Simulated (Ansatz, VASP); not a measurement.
## Sb in VASP and in Ansatz

Contents of POSCAR:

```
Sb
1.0
    3.3822570843      0.0000000000      0.0000000000
   -1.6911285421      2.9291205571      0.0000000000
    0.0000000000      0.0000000000      5.5153706395
Sb
2
Direct
    0.3333333333      0.6666666667      0.2500000000
    0.6666666667      0.3333333333      0.7500000000
```

Contents of INCAR.step1:

```
SYSTEM = Sb
ALGO = Normal
EDIFF = 1E-4
ENCUT = 520
GGA = PE
ISMEAR = -1
LASPH = .TRUE.
LCHARG = .FALSE.
LREAL = .FALSE.
LWAVE = .TRUE.
NBANDS = 12
NELM = 60
PREC = Accurate
SIGMA = 0.05
```

INCAR.step2

```
SYSTEM = Sb
ALGO = Normal
EDIFF = 1E-8
ENCUT = 520
ISIF = 2
ISMEAR = -1
ISTART = 1
LASPH = .TRUE.
LCHARG = .FALSE.
LEFG = .TRUE.
LMIXTAU = .TRUE.
LREAL = .FALSE.
LWAVE = .FALSE.
METAGGA = R2SCAN
NBANDS = 12
NELM = 60
PREC = Accurate
SIGMA = 0.05
```

KPOINTS

```
k-points
0
G
  13 13 7
  0 0 0
```

Input for Ansatz:

```yaml
crystal:
  lattice:
    - [3.3822570843, 0.0, 0.0]
    - [-1.6911285421, 2.9291205571, 0.0]
    - [0.0, 0.0, 5.5153706395]
  atoms:
    - { symbol: Sb, position: [0.3333333333, 0.6666666667, 0.25] }
    - { symbol: Sb, position: [0.6666666667, 0.3333333333, 0.75] }
kpoints:
  mp_grid: { grid: [13, 13, 7] }
scf:
  occupations: { method: fermi_dirac, width: 0.05 }
hamiltonian:
  xc: r2scan
  pseudopotentials: { kind: paw }
output:
  forces: true
  stress: true
  eigenvalues: true
  efg: { contact_densities: true }
```

Change from the starting cell: volume scaled by 1.025, PAW files.

Alike in both runs: task electric field gradients; functional r2SCAN; k mesh 13 × 13 × 7; occupations fermi-dirac, width 0.05 eV; no spin polarisation.

|  | VASP | Ansatz |
| --- | --- | --- |
| version | VASP 6.6.1 | Ansatz 0.2.0 |
| potentials or method | VASP PAW PBE potentials, release 64 (Sb) | PAW with Ansatz's default frozen-core files, scalar-relativistic |
| plane-wave cutoff (eV) | 520 | 500 |
| valence electrons in the cell | 10 | 30 |

```csv
,VASP,Ansatz,Ansatz less VASP
pressure (GPa),-0.7,-0.6,+0.11
"traceless stress, the component that is largest in VASP (GPa)",-1.09,-1.09,+0.004
size of Vzz on the site where it differs most (V/Å²),29.8,30.6,+0.86
```

VASP's potentials were made for PBE, not for r2SCAN. With one functional, cell and mesh, what is left measures potentials, basis and numerics. VASP's potentials hold 10 valence electrons a cell and Ansatz's 30, so a difference there can come from the potentials and not from the codes.

Spin-orbit coupling is off throughout.
